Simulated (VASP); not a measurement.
# B48N47 (a cell with a defect) in VASP: further runs

The runs below take B48N47 (a cell with a defect) through single point, with PBEsol.

Everything below comes from runs of VASP 6.6.1. Logs are shortened: lines on timing, memory, paths and dates and some standing lists are left out, and cuts for length are marked.

## 1. The cell of the first run

The cell holds a defect, 95 atoms: a = 7.623 Å, b = 8.802 Å, c = 8.407 Å, α = 90.00°, β = 90.00°, γ = 90.00°.

## 2. Single point, PBEsol

File INCAR:

```
PREC     = Accurate       # precision mode
ENCUT    = 520            # plane-wave cutoff, eV
EDIFF    = 1E-6           # SCF threshold, eV
ISMEAR   = -1             # smearing method
SIGMA    = 0.05           # smearing width, eV
LREAL    = Auto         
LASPH    = True           # aspherical terms in the spheres
NELM     = 120            # most SCF steps
ALGO     = Normal         # electronic algorithm
ISIF     = 2              # what is computed and relaxed
LWAVE    = False          # write WAVECAR
LCHARG   = False          # write CHGCAR
GGA      = PS             # functional
NELECT   = 378.0        
ISYM     = -1           
NBANDS   = 242            # bands
GGA_COMPAT= False
```

File KPOINTS:

```
explicit points
1
Reciprocal
  0.25000000   0.25000000   0.25000000 1
```

File POSCAR:

```
B48N47
1.0
    7.6229900000      0.0000000000      0.0000000000
    0.0000000000      8.8022710000      0.0000000000
    0.0000000000      0.0000000000      8.4065820000
B N
48 47
Direct
    0.0001230000      0.1665150000      0.0005580000
    0.0001430000      0.1666310000      0.5009080000
    0.3334690000      0.1664950000      0.0004000000
    0.3335320000      0.1656500000      0.5010890000
    0.1666150000      0.4165320000      0.0002210000
    0.1665550000      0.4164810000      0.5012230000
    0.0001220000      0.6669850000      0.0001830000
    0.9997070000      0.6677870000      0.5013090000
    0.6667310000      0.1665000000      0.0004040000
    0.6664740000      0.1658340000      0.5011210000
    0.5001060000      0.4165220000      0.9984220000
    0.5001150000      0.4080660000      0.5035000000
    0.3332710000      0.6667820000      0.9983240000
    0.3249720000      0.6709420000      0.5033070000
    0.1666700000      0.9167770000      0.0003510000
    0.1659570000      0.9170040000      0.5010610000
    0.8336080000      0.4165050000      0.0002270000
    0.8338130000      0.4163320000      0.5010730000
    0.6668840000      0.6667960000      0.9983910000
    0.6750420000      0.6707690000      0.5033510000
    0.5000890000      0.9168200000      0.0002000000
    0.5000680000      0.9167240000      0.5011400000
    0.8335360000      0.9167870000      0.0003660000
    0.8339890000      0.9172840000      0.5011870000
    0.1668150000      0.0833510000      0.2502350000
    0.1665480000      0.0834150000      0.7507940000
    0.0001260000      0.3329770000      0.2503320000
    0.0000410000      0.3328150000      0.7507860000
    0.5000540000      0.0836320000      0.2502420000
    0.5000130000      0.0837190000      0.7508500000
    0.3329390000      0.3334860000      0.2499930000
    0.3323900000      0.3330990000      0.7503960000
    0.1665910000      0.5828750000      0.2498600000
    0.1661470000      0.5825550000      0.7503310000
    0.0000090000      0.8333940000      0.2501010000
    0.0000000000      0.8334620000      0.7508730000
    0.8332800000      0.0834550000      0.2502470000
    0.8334910000      0.0834600000      0.7508220000
    0.6671620000      0.3334990000      0.2499740000
    0.6676860000      0.3330960000      0.7504120000
    0.5000310000      0.5833760000      0.2389230000
    0.4999910000      0.5832980000      0.7487240000
    0.3337630000      0.8336520000      0.2499590000
    0.3336440000      0.8342160000      0.7503800000
    0.8336070000      0.5826950000      0.2498090000
    0.8338630000      0.5824750000      0.7504070000
    0.6663580000      0.8336680000      0.2499600000
    0.6663730000      0.8342260000      0.7503930000
    0.0001330000      0.1665080000      0.1878240000
    0.0000780000      0.1665580000      0.6877610000
    0.3336140000      0.1671110000      0.1877870000
    0.3333780000      0.1668080000      0.6875990000
    0.1668150000      0.4167240000      0.1877340000
    0.1666070000      0.4165520000      0.6876520000
    0.0001540000      0.6665020000      0.1877270000
    0.0000040000      0.6665200000      0.6874020000
    0.6665860000      0.1671090000      0.1877770000
    0.6667420000      0.1668330000      0.6876280000
    0.5001280000      0.4177430000      0.1889890000
    0.5000820000      0.4170270000      0.6855090000
    0.3343410000      0.6661770000      0.1889320000
    0.3337210000      0.6664980000      0.6854200000
    0.1670780000      0.9163530000      0.1877530000
    0.1667870000      0.9165990000      0.6875600000
    0.8334530000      0.4166340000      0.1876790000
    0.8335790000      0.4165280000      0.6876670000
    0.6658770000      0.6661930000      0.1889530000
    0.6664180000      0.6664390000      0.6854350000
    0.5001000000      0.9167180000      0.1877050000
    0.5000630000      0.9169100000      0.6876570000
    0.8331150000      0.9163930000      0.1877880000
    0.8332890000      0.9166330000      0.6875980000
    0.1671720000      0.0831970000      0.4376920000
    0.1667950000      0.0833010000      0.9377360000
    0.0002450000      0.3335450000      0.4377470000
    0.0000520000      0.3333240000      0.9376730000
    0.5000350000      0.0831280000      0.4378210000
    0.5000260000      0.0833090000      0.9376710000
    0.3343040000      0.3354190000      0.4373430000
    0.3335420000      0.3335130000      0.9374120000
    0.1688930000      0.5832580000      0.4373430000
    0.1668750000      0.5833820000      0.9373200000
    0.9999770000      0.8333000000      0.4377900000
    0.0000240000      0.8333380000      0.9376600000
    0.8329480000      0.0836040000      0.4376820000
    0.8332740000      0.0833150000      0.9377460000
    0.6658280000      0.3354820000      0.4372980000
    0.6665420000      0.3335100000      0.9374230000
    0.5000380000      0.5833370000      0.9357610000
    0.3350510000      0.8315000000      0.4373410000
    0.3334560000      0.8331030000      0.9373810000
    0.8314330000      0.5825940000      0.4371820000
    0.8332070000      0.5833790000      0.9373960000
    0.6651240000      0.8315820000      0.4373380000
    0.6665960000      0.8330930000      0.9373960000
```

Potentials or basis: VASP PAW PBE potentials, release 64 (B, N).

Launch:

```sh
cat potpaw_PBE.64/B/POTCAR potpaw_PBE.64/N/POTCAR > POTCAR
mpirun -np 1 vasp_std > vasp.out
```

OUTCAR:

```text
PREC = Accurate
   ENCUT = 520
   EDIFF = 1E-6
   ISMEAR = -1
   LREAL = Auto
   LASPH = True
   NELM = 120
   ISIF = 2
   GGA = PS
   NELECT = 378.0
   ISYM = -1

 ion  position               nearest neighbor table
   1  0.000  0.167  0.001-  74 1.56  86 1.56  76 1.56  49 1.57
   2  0.000  0.167  0.501-  75 1.56  85 1.56  73 1.56  50 1.57
   3  0.333  0.166  0.000-  78 1.56  74 1.56  80 1.56  51 1.58
   4  0.334  0.166  0.501-  73 1.56  77 1.56  52 1.57  79 1.59
   5  0.167  0.417  0.000-  76 1.56  80 1.56  82 1.56  53 1.58
   6  0.167  0.416  0.501-  75 1.56  79 1.56  81 1.56  54 1.57
   7  0.000  0.667  0.000-  84 1.56  82 1.56  93 1.56  55 1.58
   8  1.000  0.668  0.501-  83 1.55  56 1.56  92 1.58  81 1.58
   9  0.667  0.166  0.000-  86 1.56  78 1.56  88 1.56  57 1.58
  10  0.666  0.166  0.501-  85 1.56  77 1.56  58 1.57  87 1.59
  11  0.500  0.417  0.998-  88 1.55  80 1.55  89 1.56  59 1.60
  12  0.500  0.408  0.504-  87 1.52  79 1.52  60 1.53
  13  0.333  0.667  0.998-  91 1.55  82 1.55  89 1.56  61 1.60
  14  0.325  0.671  0.503-  90 1.52  81 1.52  62 1.53
  15  0.167  0.917  0.000-  74 1.56  84 1.56  91 1.56  63 1.58
  16  0.166  0.917  0.501-  73 1.56  83 1.56  64 1.57  90 1.59
  17  0.834  0.417  0.000-  76 1.56  88 1.56  93 1.56  65 1.58
[... 76 lines left out ...]
  94  0.665  0.832  0.437-  20 1.52  22 1.56  47 1.58  24 1.59
  95  0.667  0.833  0.937-  19 1.55  21 1.56  23 1.56  48 1.57

IMPORTANT INFORMATION: All symmetrisations will be switched off!
NOSYMM: (Re-)initialisation of all symmetry stuff for point group C_1.

----------------------------------------------------------------------------------------

                                     Primitive cell

  volume of cell :     564.0785

  direct lattice vectors                    reciprocal lattice vectors
     7.622990000  0.000000000  0.000000000     0.131182121  0.000000000  0.000000000
     0.000000000  8.802271000  0.000000000     0.000000000  0.113607045  0.000000000
     0.000000000  0.000000000  8.406582000     0.000000000  0.000000000  0.118954410

  length of vectors
     7.622990000  8.802271000  8.406582000     0.131182121  0.113607045  0.118954410

  position of ions in fractional coordinates (direct lattice)
     0.000123000  0.166515000  0.000558000
     0.000143000  0.166631000  0.500908000
     0.333469000  0.166495000  0.000400000
     0.333532000  0.165650000  0.501089000
     0.166615000  0.416532000  0.000221000
     0.166555000  0.416481000  0.501223000
[... 87 lines left out ...]
     0.665124000  0.831582000  0.437338000
     0.666596000  0.833093000  0.937396000
[... 132 lines left out ...]
   IBRION =     -1    ionic relax: 0-MD 1-quasi-New 2-CG
   NFREE  =      0    steps in history (QN), initial steepest desc. (CG)
   ISIF   =      2    stress and relaxation
   ISYM   =     -1    0-nonsym 1-usesym 2-fastsym
   POTIM  = 0.5000    time-step for ionic-motion
   TEBEG  =    0.0;   TEEND  =   0.0 temperature during run
   PSTRESS=    0.0 pullay stress
   NELECT =     378.0000    total number of electrons
   NUPDOWN=      -1.0000    fix difference up-down
   EMIN   =  10.00;   EMAX   =-10.00  energy-range for DOS
   EFERMI =   0.00;   METHOD = LEGACY
   ISMEAR =    -1;   SIGMA  =   0.05  broadening in eV -4-tet -1-fermi 0-gaus
   EFERMI_NEDOS =   21; number of points for ismear=-14 and -15
   IALGO  =     38    algorithm
   IMIX   =      4    mixing-type and parameters
     AMIX     =   0.40;   BMIX     =  1.00
     AMIX_MAG =   1.60;   BMIX_MAG =  1.00
  volume/ion in A,a.u.               =       5.94        40.07
  Fermi-wavevector in a.u.,A,eV,Ry     =   1.432602  2.707225 27.923900  2.052349
  Thomas-Fermi vector in A             =   2.552212
   LORBIT       =      0    0 simple, 1 ext, 2 COOP (PROOUT), +10 PAW based schemes
   GGA     = PS    functional components
   LHFCALC =     F    Hartree Fock is set to
   AEXX    =    0.0000 exact exchange contribution
   IVDW    =     0    specifies the selected vdW correction
   LEPSILON=     F    determine dielectric tensor
   LRPA    =     F    only Hartree local field effects (RPA)
 non-spin polarized calculation
  energy-cutoff  :      520.00
  volume of cell :      564.08
 maximum number of plane-waves:     15183
 NGX is ok and might be reduce to    56
   NGX = 29   NGY = 33   NGZ = 31

 number of electron     377.9999971 magnetization

 Free energy of the ion-electron system (eV)
  ---------------------------------------------------
  ext. energy  EPLUGINS =         0.00000000
  ---------------------------------------------------
  free energy    TOTEN  =      -873.63310857 eV

  energy without entropy =     -873.63310857  energy(sigma->0) =     -873.63310857

 E-fermi :   8.5187     XC(G=0): -12.9576

 val. band max:        7.2244286446   @ k =   0.2500   0.2500   0.2500
 cond. band min:      11.3099194092   @ k =   0.2500   0.2500   0.2500
 fundamental gap:      4.0854907646
 Fermi energy:         8.5187255114

 k-point     1 :       0.2500    0.2500    0.2500
  band No.  band energies     occupation
      1     -12.6815      2.00000
      2     -12.0323      2.00000
      3     -11.9507      2.00000
      4     -11.7792      2.00000
      5     -11.3056      2.00000
      6     -11.1644      2.00000
[... 193 lines left out ...]
    200      14.6700      0.00000
    201      14.7160      0.00000
 [bands above 201 left out]

------------------------ aborting loop because EDIFF is reached ----------------------------------------

  FORCE on cell =-STRESS in cart. coord.  units (eV):
  Direction    XX          YY          ZZ          XY          YZ          ZX
  --------------------------------------------------------------------------------------
  -------------------------------------------------------------------------------------
  Total      -12.4026609    -12.0298825    -12.2249620      0.8551549     -0.1476608     -0.0534828
  in kB      -35.2278317    -34.1690126    -34.7231057      2.4289346     -0.4194075     -0.1519097
  external PRESSURE =     -34.7066500 kB  Pullay stress =       0.0000000 kB

 VOLUME and BASIS-vectors are now :
 -----------------------------------------------------------------------------
  energy-cutoff  :      520.00
  volume of cell :      564.08
      direct lattice vectors                 reciprocal lattice vectors
     7.622990000  0.000000000  0.000000000     0.131182121  0.000000000  0.000000000
     0.000000000  8.802271000  0.000000000     0.000000000  0.113607045  0.000000000
     0.000000000  0.000000000  8.406582000     0.000000000  0.000000000  0.118954410

 POSITION                                       TOTAL-FORCE (eV/Angst)
 -----------------------------------------------------------------------------------
      0.00094      1.46571      0.00469        -0.000001      0.000489      0.003108
      0.00109      1.46673      4.21092         0.000562      0.001111     -0.000067
      2.54203      1.46553      0.00336        -0.000022      0.001017      0.003829
      2.54251      1.45810      4.21245         0.000134      0.005097     -0.001566
      1.27010      3.66643      0.00186         0.001067     -0.002000      0.002285
      1.26965      3.66598      4.21357         0.001165     -0.001783     -0.000256
[... 87 lines left out ...]
      5.07023      7.31981      3.67652        -0.001380      0.009491     -0.008650
      5.08145      7.33311      7.88030         0.000533      0.001838     -0.001614
 -----------------------------------------------------------------------------------
    total drift:                               -0.001145     -0.002781     -0.001000

  FREE ENERGIE OF THE ION-ELECTRON SYSTEM (eV)
  ---------------------------------------------------
  free  energy   TOTEN  =      -873.6331085701 eV

  energy  without entropy=     -873.6331085701  energy(sigma->0) =     -873.63310857
```

Wall time 7.8 min (1 thread of Intel Xeon Platinum 8375C at 2.90GHz (Ice Lake), shared host); peak memory 0.6 GiB.

Results:

- Free energy: -873.6331 eV
- Largest force: 0.029 eV/Å

Forces in eV/Å, atoms in the order of the input:
```
B    0.000  0.000  0.003
B    0.001  0.001  0.000
B    0.000  0.001  0.004
B    0.000  0.005 -0.002
B    0.001 -0.002  0.002
B    0.001 -0.002  0.000
B    0.000 -0.001  0.004
B   -0.004 -0.004 -0.002
B    0.000  0.001  0.004
B   -0.001  0.007 -0.002
B    0.000 -0.003  0.006
B    0.004  0.029 -0.003
B   -0.001  0.001  0.007
B    0.023 -0.017 -0.004
B    0.000 -0.002  0.003
B    0.002 -0.002  0.000
B   -0.001 -0.002  0.003
B   -0.001 -0.002 -0.001
B    0.002  0.002  0.006
B   -0.021 -0.017 -0.002
B    0.000 -0.002  0.002
B    0.001 -0.001  0.000
B    0.000 -0.002  0.003
B   -0.002 -0.002 -0.001
B   -0.001  0.002  0.003
B    0.000  0.002  0.002
B    0.000  0.001  0.004
B    0.000  0.001  0.003
B    0.000  0.003  0.003
B   -0.001  0.004  0.002
B    0.002  0.000  0.003
B    0.004  0.002  0.003
B   -0.002  0.003  0.003
B    0.001  0.004  0.003
B   -0.001  0.000  0.005
B   -0.001 -0.001  0.003
B    0.000  0.002  0.004
B    0.000  0.002  0.002
B    0.000  0.000  0.004
B   -0.004  0.002  0.002
B    0.003 -0.001  0.017
B    0.000  0.001 -0.005
B   -0.001  0.001  0.002
B   -0.001 -0.004  0.003
B   -0.001  0.003  0.004
B   -0.004  0.003  0.003
B    0.001  0.001  0.004
B    0.001 -0.004  0.003
N    0.001  0.001 -0.003
N    0.000  0.000 -0.003
N    0.000 -0.002 -0.003
N    0.000 -0.002 -0.002
N    0.001  0.000 -0.003
N    0.000 -0.001 -0.003
N    0.001 -0.001 -0.003
N    0.000  0.001 -0.001
N    0.001 -0.002 -0.003
N    0.000 -0.002 -0.002
N    0.000 -0.010 -0.003
N    0.000 -0.003  0.012
N   -0.006  0.004  0.000
N    0.001  0.000  0.010
N    0.000  0.000 -0.003
N    0.000  0.000 -0.002
N    0.002 -0.001 -0.004
N    0.002 -0.001 -0.003
N    0.009  0.005 -0.001
N    0.002  0.000  0.012
N    0.001  0.000 -0.003
N    0.000  0.000 -0.003
N    0.002  0.000 -0.002
N    0.001  0.000 -0.002
N   -0.003 -0.001 -0.003
N   -0.001  0.000 -0.002
N    0.001  0.001 -0.003
N    0.000 -0.001 -0.002
N   -0.002  0.000 -0.005
N    0.000  0.000 -0.003
N   -0.008 -0.003 -0.009
N   -0.001 -0.001 -0.001
N   -0.009  0.001 -0.006
N   -0.002 -0.001 -0.002
N    0.000 -0.002 -0.005
N    0.000  0.000 -0.002
N    0.001  0.001 -0.004
N    0.000  0.000 -0.002
N    0.011 -0.005 -0.007
N    0.001 -0.001 -0.001
N   -0.001  0.001 -0.003
N    0.001  0.005 -0.008
N   -0.001  0.001 -0.002
N    0.001 -0.006 -0.009
N    0.000 -0.001 -0.001
N   -0.001  0.009 -0.009
N    0.001  0.002 -0.002
```

Caveat: the cell carries a net charge on a neutralising background, which shifts energy and pressure; the cell is charged against a uniform background, so pressure and absolute levels hang on convention; the PAW data sets were made with another functional, which shifts forces and pressure a little.

(Continued in part 2 of 4.)
